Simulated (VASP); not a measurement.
# Os2N (Pn-3m) in VASP: single point with PBE

Aim: the single point of Os2N with PBE.

Program: VASP 6.6.1. These are calculated values, not measurements. Logs are shortened: lines on timing, memory, paths and dates and some standing lists are left out, and cuts for length are marked.

### 1 The cell of the first run

The structure is cubic, space group Pn-3m (No. 224). Conventional cell: a = 4.372 Å, b = 4.372 Å, c = 4.372 Å, α = 90.00°, β = 90.00°, γ = 90.00°. Os (site symmetry -3m) has 2 N at 1.89 Å within 2.5 Å. N (site symmetry -43m) has 4 Os at 1.89 Å within 2.5 Å.

### 2 Single point, PBE

Contents of INCAR:

```
SYSTEM = Os2N
PREC = Accurate
ENCUT = 700
EDIFF = 1E-6
ISMEAR = 0
SIGMA = 0.1
LREAL = .False.
LASPH = .True.
NELM = 120
ALGO = Normal
ISIF = 2
LWAVE = .False.
LCHARG = .False.
GGA = PE
NBANDS = 46
GGA_COMPAT = .False.
```

Contents of KPOINTS:

```
Automatic mesh
0
Gamma
  4 4 4
  0 0 0
```

Contents of POSCAR:

```
Os2N
1.0
    4.3718206712      0.0000000000      0.0000000000
    0.0000000000      4.3718206712      0.0000000000
    0.0000000000      0.0000000000      4.3718206712
Os N
4 2
Direct
    0.2500000000      0.2500000000      0.2500000000
    0.2500000000      0.7500000000      0.7500000000
    0.7500000000      0.7500000000      0.2500000000
    0.7500000000      0.2500000000      0.7500000000
    0.0000000000      0.0000000000      0.0000000000
    0.5000000000      0.5000000000      0.5000000000
```

Potentials or basis: VASP PAW PBE potentials, release 64 (Os_sv_GW, N).

Run with:

```sh
> cat potpaw_PBE.64/Os_sv_GW/POTCAR potpaw_PBE.64/N/POTCAR > POTCAR
> mpirun -np 1 vasp_std > vasp.out
```

OUTCAR:

```text
SYSTEM = Os2N
   PREC = Accurate
   ENCUT = 700
   EDIFF = 1E-6
   ISMEAR = 0
   LREAL = .False.
   LASPH = .True.
   NELM = 120
   ISIF = 2
   GGA = PE

 ion  position               nearest neighbor table
   1  0.250  0.250  0.250-   5 1.89   6 1.89   4 3.09   2 3.09   3 3.09   2 3.09   4 3.09   2 3.09
                             3 3.09   2 3.09   3 3.09   4 3.09   4 3.09   3 3.09
   2  0.250  0.750  0.750-   5 1.89   6 1.89   4 3.09   1 3.09   3 3.09   1 3.09   3 3.09   1 3.09
                             4 3.09   1 3.09   3 3.09   4 3.09   3 3.09   4 3.09
   3  0.750  0.750  0.250-   5 1.89   6 1.89   4 3.09   1 3.09   2 3.09   2 3.09   4 3.09   1 3.09
                             4 3.09   4 3.09   1 3.09   2 3.09   2 3.09   1 3.09
   4  0.750  0.250  0.750-   5 1.89   6 1.89   3 3.09   1 3.09   2 3.09   1 3.09   3 3.09   2 3.09
                             3 3.09   3 3.09   1 3.09   2 3.09   1 3.09   2 3.09
   5  0.000  0.000  0.000-   1 1.89   2 1.89   3 1.89   4 1.89
   6  0.500  0.500  0.500-   1 1.89   2 1.89   3 1.89   4 1.89

  LATTYP: Found a simple cubic cell.
 ALAT       =     4.3718206712

  Lattice vectors:

 A1 = (   4.3718206712,   0.0000000000,   0.0000000000)
 A2 = (   0.0000000000,   4.3718206712,   0.0000000000)
 A3 = (   0.0000000000,   0.0000000000,   4.3718206712)

Analysis of symmetry for initial positions (statically):
=====================================================================
 Subroutine PRICEL returns:
 Original cell was already a primitive cell.

 Routine SETGRP: Setting up the symmetry group for a
 simple cubic supercell.

 Subroutine GETGRP returns: Found 48 space group operations
 (whereof 24 operations were pure point group operations)
 out of a pool of 48 trial point group operations.

The static configuration has the point symmetry T_d .
 The point group associated with its full space group is O_h .

Analysis of symmetry for dynamics (positions and initial velocities):
=====================================================================
 Subroutine PRICEL returns:
 Original cell was already a primitive cell.

 Routine SETGRP: Setting up the symmetry group for a
 simple cubic supercell.

 Subroutine GETGRP returns: Found 48 space group operations
 (whereof 24 operations were pure point group operations)
 out of a pool of 48 trial point group operations.

The dynamic configuration has the point symmetry T_d .
 The point group associated with its full space group is O_h .

 Subroutine INISYM returns: Found 48 space group operations
 (whereof 24 operations are pure point group operations),
 and found     1 'primitive' translations

----------------------------------------------------------------------------------------

                                     Primitive cell

  volume of cell :      83.5578

  direct lattice vectors                    reciprocal lattice vectors
     4.371820671  0.000000000  0.000000000     0.228737653  0.000000000  0.000000000
     0.000000000  4.371820671  0.000000000     0.000000000  0.228737653  0.000000000
     0.000000000  0.000000000  4.371820671     0.000000000  0.000000000  0.228737653

  length of vectors
     4.371820671  4.371820671  4.371820671     0.228737653  0.228737653  0.228737653

  position of ions in fractional coordinates (direct lattice)
     0.250000000  0.250000000  0.250000000
     0.250000000  0.750000000  0.750000000
     0.750000000  0.750000000  0.250000000
     0.750000000  0.250000000  0.750000000
     0.000000000  0.000000000  0.000000000
     0.500000000  0.500000000  0.500000000

  ion indices of the primitive-cell ions
   primitive index   ion index
                 1           1
                 2           2
                 3           3
                 4           4
                 5           5
                 6           6

----------------------------------------------------------------------------------------

 KPOINTS: Automatic mesh

Automatic generation of k-mesh.
 Grid dimensions read from file:
 generate k-points for:    4    4    4

 Generating k-lattice:

  Cartesian coordinates                     Fractional coordinates (reciprocal lattice)
     0.057184413  0.000000000  0.000000000     0.250000000  0.000000000  0.000000000
     0.000000000  0.057184413  0.000000000     0.000000000  0.250000000  0.000000000
     0.000000000  0.000000000  0.057184413     0.000000000  0.000000000  0.250000000

  Length of vectors
     0.057184413  0.057184413  0.057184413

  Shift w.r.t. Gamma in fractional coordinates (k-lattice)
     0.000000000  0.000000000  0.000000000

 Subroutine IBZKPT returns following result:
 ===========================================

 Found     10 irreducible k-points:

 Following reciprocal coordinates:
            Coordinates               Weight
  0.000000  0.000000  0.000000      1.000000
  0.250000  0.000000  0.000000      6.000000
  0.500000  0.000000  0.000000      3.000000
  0.250000  0.250000  0.000000     12.000000
  0.500000  0.250000  0.000000     12.000000
  0.500000  0.500000  0.000000      3.000000
  0.250000  0.250000  0.250000      8.000000
  0.500000  0.250000  0.250000     12.000000
  0.500000  0.500000  0.250000      6.000000
  0.500000  0.500000  0.500000      1.000000
   k-points           NKPTS =     10   k-points in BZ     NKDIM =     10   number of bands    NBANDS=     46
   number of dos      NEDOS =    301   number of ions     NIONS =      6
   total plane-waves  NPLWV =  64000
   dimension x,y,z NGX =    40 NGY =   40 NGZ =   40
   dimension x,y,z NGXF=    80 NGYF=   80 NGZF=   80
   ions per type =               4   2
   NGX,Y,Z   is equivalent  to a cutoff of  15.21, 15.21, 15.21 a.u.
   NGXF,Y,Z  is equivalent  to a cutoff of  30.42, 30.42, 30.42 a.u.
 SYSTEM =  Os2N
   PREC   = accura    normal or accurate (medium, high low for compatibility)
   ISTART =      0    job   : 0-new  1-cont  2-samecut
   ICHARG =      2    charge: 1-file 2-atom 10-const
   ISPIN  =      1    spin polarized calculation?
   LNONCOLLINEAR =      F non collinear calculations
   LSORBIT =      F    spin-orbit coupling
   LASPH  =      T    aspherical Exc in radial PAW
   ENCUT  =  700.0 eV  51.45 Ry    7.17 a.u.   9.43  9.43  9.43*2*pi/ulx,y,z
   NELM   =    120;   NELMIN=  2; NELMDL= -5     # of ELM steps
   EDIFF  = 0.1E-05   stopping-criterion for ELM
   LREAL  =      F    real-space projection
   EDIFFG = 0.1E-04   stopping-criterion for IOM
   NSW    =      0    number of steps for IOM
   IBRION =     -1    ionic relax: 0-MD 1-quasi-New 2-CG
   NFREE  =      0    steps in history (QN), initial steepest desc. (CG)
   ISIF   =      2    stress and relaxation
   ISYM   =      2    0-nonsym 1-usesym 2-fastsym
   POTIM  = 0.5000    time-step for ionic-motion
   TEBEG  =    0.0;   TEEND  =   0.0 temperature during run
   PSTRESS=    0.0 pullay stress
   NELECT =      74.0000    total number of electrons
   NUPDOWN=      -1.0000    fix difference up-down
   EMIN   =  10.00;   EMAX   =-10.00  energy-range for DOS
   EFERMI =   0.00;   METHOD = LEGACY
   ISMEAR =     0;   SIGMA  =   0.10  broadening in eV -4-tet -1-fermi 0-gaus
   EFERMI_NEDOS =   21; number of points for ismear=-14 and -15
   IALGO  =     38    algorithm
   IMIX   =      4    mixing-type and parameters
     AMIX     =   0.40;   BMIX     =  1.00
     AMIX_MAG =   1.60;   BMIX_MAG =  1.00
  volume/ion in A,a.u.               =      13.93        93.98
  Fermi-wavevector in a.u.,A,eV,Ry     =   1.572135  2.970904 33.628258  2.471607
  Thomas-Fermi vector in A             =   2.673614
   LORBIT       =      0    0 simple, 1 ext, 2 COOP (PROOUT), +10 PAW based schemes
   GGA     = PE    functional components
   LHFCALC =     F    Hartree Fock is set to
   AEXX    =    0.0000 exact exchange contribution
   IVDW    =     0    specifies the selected vdW correction
   LEPSILON=     F    determine dielectric tensor
   LRPA    =     F    only Hartree local field effects (RPA)
 non-spin polarized calculation
 Gauss-broadening in eV      SIGMA  =   0.10
  energy-cutoff  :      700.00
  volume of cell :       83.56
 maximum number of plane-waves:      3544
 NGX is ok and might be reduce to    40
   NGX = 19   NGY = 19   NGZ = 19

 number of electron      73.9999999 magnetization

 Free energy of the ion-electron system (eV)
  ---------------------------------------------------
  ext. energy  EPLUGINS =         0.00000000
  ---------------------------------------------------
  free energy    TOTEN  =       -58.70271148 eV

  energy without entropy =      -58.65881261  energy(sigma->0) =      -58.68076204

 E-fermi :   9.8479     XC(G=0): -12.9422

 val. band max:        9.7528676223   @ k =   0.5000   0.2500   0.2500
 cond. band min:       9.8657687677   @ k =   0.2500   0.2500   0.2500
 fundamental gap:      0.1129011453
 Fermi energy:         9.8478875687

 k-point     1 :       0.0000    0.0000    0.0000
  band No.  band energies     occupation
      1     -76.7580      2.00000
      2     -76.7362      2.00000
      3     -76.7362      2.00000
      4     -76.7362      2.00000
      5     -36.8618      2.00000
      6     -36.5677      2.00000
[... 38 lines left out ...]
     45      13.9903      0.00000
     46      13.9903      0.00000

 k-point     2 :       0.2500    0.0000    0.0000
  band No.  band energies     occupation
      1     -76.7549      2.00000
      2     -76.7395      2.00000
      3     -76.7363      2.00000
      4     -76.7363      2.00000
      5     -36.8193      2.00000
      6     -36.6112      2.00000
[... 38 lines left out ...]
     45      13.5262      0.00000
     46      16.3986      0.00000

 k-point     3 :       0.5000    0.0000    0.0000
  band No.  band energies     occupation
      1     -76.7472      2.00000
      2     -76.7472      2.00000
      3     -76.7363      2.00000
      4     -76.7363      2.00000
      5     -36.7158      2.00000
      6     -36.7158      2.00000
[... 38 lines left out ...]
     45      16.2263      0.00000
     46      16.2263      0.00000

 k-point     4 :       0.2500    0.2500    0.0000
  band No.  band energies     occupation
      1     -76.7521      2.00000
      2     -76.7394      2.00000
      3     -76.7388      2.00000
      4     -76.7368      2.00000
      5     -36.7904      2.00000
      6     -36.6435      2.00000
[... 38 lines left out ...]
     45      15.6157      0.00000
     46      16.0606      0.00000

 k-point     5 :       0.5000    0.2500    0.0000
  band No.  band energies     occupation
      1     -76.7456      2.00000
      2     -76.7456      2.00000
      3     -76.7380      2.00000
      4     -76.7380      2.00000
      5     -36.7186      2.00000
      6     -36.7186      2.00000
[... 38 lines left out ...]
     45      16.2711      0.00000
     46      16.2711      0.00000

 k-point     6 :       0.5000    0.5000    0.0000
  band No.  band energies     occupation
      1     -76.7424      2.00000
      2     -76.7424      2.00000
      3     -76.7411      2.00000
      4     -76.7411      2.00000
      5     -36.7214      2.00000
      6     -36.7214      2.00000
[... 38 lines left out ...]
     45      15.9794      0.00000
     46      15.9800      0.00000

 k-point     7 :       0.2500    0.2500    0.2500
  band No.  band energies     occupation
      1     -76.7500      2.00000
      2     -76.7397      2.00000
      3     -76.7387      2.00000
      4     -76.7387      2.00000
      5     -36.7946      2.00000
      6     -36.6400      2.00000
[... 38 lines left out ...]
     45      14.7769      0.00000
     46      14.7769      0.00000

 k-point     8 :       0.5000    0.2500    0.2500
  band No.  band energies     occupation
      1     -76.7449      2.00000
      2     -76.7441      2.00000
      3     -76.7393      2.00000
      4     -76.7387      2.00000
      5     -36.7973      2.00000
      6     -36.6417      2.00000
[... 38 lines left out ...]
     45      14.0427      0.00000
     46      16.0161      0.00000

 k-point     9 :       0.5000    0.5000    0.2500
  band No.  band energies     occupation
      1     -76.7433      2.00000
      2     -76.7414      2.00000
      3     -76.7411      2.00000
      4     -76.7411      2.00000
      5     -36.8297      2.00000
      6     -36.6152      2.00000
[... 38 lines left out ...]
     45      14.5045      0.00000
     46      14.7783      0.00000

 k-point    10 :       0.5000    0.5000    0.5000
  band No.  band energies     occupation
      1     -76.7438      2.00000
      2     -76.7411      2.00000
      3     -76.7411      2.00000
      4     -76.7411      2.00000
      5     -36.8748      2.00000
      6     -36.5726      2.00000
[... 38 lines left out ...]
     45      12.5344      0.00000
     46      12.5344      0.00000

------------------------ aborting loop because EDIFF is reached ----------------------------------------

  FORCE on cell =-STRESS in cart. coord.  units (eV):
  Direction    XX          YY          ZZ          XY          YZ          ZX
  --------------------------------------------------------------------------------------
  -------------------------------------------------------------------------------------
  Total        0.2999417      0.2999417      0.2999417      0.0000000     -0.0000000      0.0000000
  in kB        5.7512252      5.7512252      5.7512252      0.0000000     -0.0000000      0.0000000
  external PRESSURE =       5.7512252 kB  Pullay stress =       0.0000000 kB

 VOLUME and BASIS-vectors are now :
 -----------------------------------------------------------------------------
  energy-cutoff  :      700.00
  volume of cell :       83.56
      direct lattice vectors                 reciprocal lattice vectors
     4.371820671  0.000000000  0.000000000     0.228737653  0.000000000  0.000000000
     0.000000000  4.371820671  0.000000000     0.000000000  0.228737653  0.000000000
     0.000000000  0.000000000  4.371820671     0.000000000  0.000000000  0.228737653

 POSITION                                       TOTAL-FORCE (eV/Angst)
 -----------------------------------------------------------------------------------
      1.09296      1.09296      1.09296         0.000000     -0.000000      0.000000
      1.09296      3.27887      3.27887        -0.000000     -0.000000      0.000000
      3.27887      3.27887      1.09296        -0.000000      0.000000      0.000000
      3.27887      1.09296      3.27887         0.000000      0.000000     -0.000000
      0.00000      0.00000      0.00000         0.000000     -0.000000      0.000000
      2.18591      2.18591      2.18591         0.000000     -0.000000      0.000000
 -----------------------------------------------------------------------------------
    total drift:                                0.000000      0.000000     -0.000000

  FREE ENERGIE OF THE ION-ELECTRON SYSTEM (eV)
  ---------------------------------------------------
  free  energy   TOTEN  =       -58.7027114827 eV

  energy  without entropy=      -58.6588126071  energy(sigma->0) =      -58.68076204
```

Run time: 42 s. Hardware: 1 thread of Intel Xeon Platinum 8488C (Sapphire Rapids), shared host; peak memory 0.26 GiB.

Results:

| Property | Result |
| --- | --- |
| Free energy | -58.7027 eV |
| Pressure | 0.6 GPa |
| Band gap on the k mesh | zero (bands 37 and 38 overlap by 1.02 eV) |

Caveat: spin-orbit coupling is left out, which moves the levels of the heavy elements.

The gap in the log of VASP goes by the Fermi energy; the results here count the filled bands.